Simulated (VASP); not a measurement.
Set up this calculation in VASP 6.6.1, as the native input.

```yaml
Task: single point
Functional: PBE
Potentials_or_basis: VASP PAW PBE potentials, release 64 (Ca_sv, Cl, Mg)
Cutoff: 520 eV
k_mesh: 1 × 1 × 1
Occupations: fermi-dirac, width 0.0991 eV
Spin: no spin polarisation
Dipole_correction: no
Further_INCAR_settings: LREAL = Auto; ALGO = Normal; EDIFF = 1e-06; NBANDS = 57; ISYM = 0
```

The structure of CaMg4Cl10 lies in POSCAR:

```
CaMg4Cl10
1.0
    7.2914250000     -0.0987590000     -0.1794660000
   -0.0987590000      7.2785010000     -0.1619410000
   -0.1794660000     -0.1619410000      7.5467340000
Ca Cl Mg
1 10 4
Direct
    0.4009334105      0.6124079955      0.6988682626
    0.8300171468      0.3645307360      0.1617358356
    1.0054032161      0.6039617518      0.8948295864
    0.8116558902      0.8897939740      0.3306636701
    0.6879058070      0.5146393346      0.5225855200
    0.1944491070      0.0276964167      0.0805713026
   -0.0471392399      0.1350464681      0.6808237403
    0.4594710355      0.3829557005      0.9494849902
    0.5735959981      0.8612641572      0.9136862328
    0.1715732049      0.5834585824      0.3753433503
    0.3956282077      0.9569008372      0.5550345739
    0.7121715838      0.2140081957      0.4248183766
    0.1525051059      0.8984081415      0.3655547677
    0.7287334355      0.6327606875      0.0623147408
    0.0477068312      0.2890329693      0.9305504927
```

One way to write it, as run:

INCAR

```
  ALGO = Normal
  EDIFF = 1E-6
  ENCUT = 520
  GGA = PE
  ISIF = 2
  ISMEAR = -1
  ISYM = 0
  LASPH = True
  LCHARG = False
  LREAL = Auto
  LWAVE = False
  NBANDS = 57
  NELM = 80
  PREC = Accurate
  SIGMA = 0.0991
```

KPOINTS

```
k-points
0
Gamma
  1 1 1
```

Potentials or basis: VASP PAW PBE potentials, release 64 (Ca_sv, Cl, Mg).

Command:

```bash
$ cat potpaw_PBE.64/Ca_sv/POTCAR potpaw_PBE.64/Cl/POTCAR potpaw_PBE.64/Mg/POTCAR > POTCAR
$ mpirun -np 1 vasp_gam > vasp.out
```

Results of the run:

```json
{
 "Pressure": "2.0 GPa",
 "Largest force": "1.972 eV/Å"
}
```

Caveat: the k points lie up to 0.86 Å⁻¹ apart, too coarse for converged energies, forces and pressures; the atoms stand as in a frame of molecular dynamics.

Run time: 48 s on 1 thread of Intel(R) Xeon(R) Platinum 8259CL CPU @ 2.50GHz (Skylake/Cascade Lake), on a shared host, peak memory 0.37 GiB.
